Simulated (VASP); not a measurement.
**CdP2C: single point with PBE**

Crystal: CdP2C.

```xyz
4
Lattice="3.2820 0.0000 0.0000 0.0000 3.2820 0.0000 0.0000 0.0000 6.1236" Properties=species:S:1:pos:R:3 pbc="T T T"
Cd    0.0000    0.0000    0.0000
P     0.0000    1.6410    2.0182
P     1.6410    0.0000    4.1054
C     1.6410    1.6410    3.0618
```

```yaml
Program: VASP 6.6.1
Task: single point
Functional: PBE
Potentials_or_basis: VASP PAW PBE potentials, release 64 (Cd, P, C)
Cutoff: 520 eV
k_mesh: 6 × 6 × 6
Occupations: fermi-dirac, width 0.02 eV
Spin: no spin polarisation
Dipole_correction: no
Further_INCAR_settings: ALGO = Normal; EDIFF = 1e-07; NBANDS = 21
```

```json
{
 "Pressure": "0.1 GPa",
 "Largest force": "0.059 eV/Å",
 "Band gap on the k mesh": "zero (bands 13 and 14 overlap by 0.54 eV)"
}
```

Forces on the atoms (eV/Å):
```
Cd   0.000  0.000  0.000
P    0.000  0.000  0.059
P    0.000  0.000 -0.059
C    0.000  0.000  0.000
```

Stress tensor (GPa, compression positive):
```
0.08 0.00 0.00
0.00 0.08 0.00
0.00 0.00 0.27
```

Levels at points of the mesh, in eV from the Fermi level:
```csv
k point,band 11,band 12,band 13,band 14,band 15,band 16
"(0.00, 0.00, 0.00)",-2.58,-1.64,-0.32,0.69,0.69,1.67
"(0.50, 0.00, 0.00)",-4.91,-4.84,0.32,0.35,1.89,2.49
"(0.50, 0.50, 0.00)",-4.24,-4.24,-3.03,0.81,0.81,0.85
"(0.00, 0.00, 0.50)",-5.69,-0.70,-0.38,0.16,0.16,2.95
"(0.50, 0.00, 0.50)",-3.38,-3.04,-1.05,0.43,0.49,1.25
"(0.50, 0.50, 0.50)",-4.73,-4.73,-3.55,1.92,2.96,2.96
```

It took 62 s on 1 thread of Intel Xeon 8259CL, on a shared host, peak memory 0.21 GiB.
